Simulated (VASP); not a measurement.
TiSi16 (a cell with a defect), 17 atoms in the cell. The cell holds a defect, 17 atoms: a = 7.679 Å, b = 7.679 Å, c = 7.679 Å, α = 60.00°, β = 60.00°, γ = 60.00°. 

| Item | Value |
| --- | --- |
| Program | VASP 6.6.1 |
| Task | single point |
| Functional | PBE |
| Potentials or basis | VASP PAW PBE potentials, release 64 (Si, Ti_sv) |
| Cutoff | 520 eV |
| k mesh | 2 × 2 × 2 |
| Occupations | gaussian, width 0.02 eV |
| Spin | no spin polarisation |
| Dipole correction | no |
| Further INCAR settings | LREAL = Auto; ALGO = Normal; EDIFF = 1e-07; NBANDS = 52 |

Potentials or basis: VASP PAW PBE potentials, release 64 (Si, Ti_sv).

The run is started by

```bash
$ cat potpaw_PBE.64/Si/POTCAR potpaw_PBE.64/Ti_sv/POTCAR > POTCAR
$ mpirun -np 1 vasp_std > vasp.out
```

Hardware: 1 thread of Intel(R) Xeon(R) 6975P-C (Granite Rapids), on a shared host.

Question: How long does it take, and how much memory?

Answer: It took 3 min on 1 thread of Intel(R) Xeon(R) 6975P-C (Granite Rapids), with other jobs on the host, peak memory 0.5 GiB. Counts: scf iterations 16, k points 8.
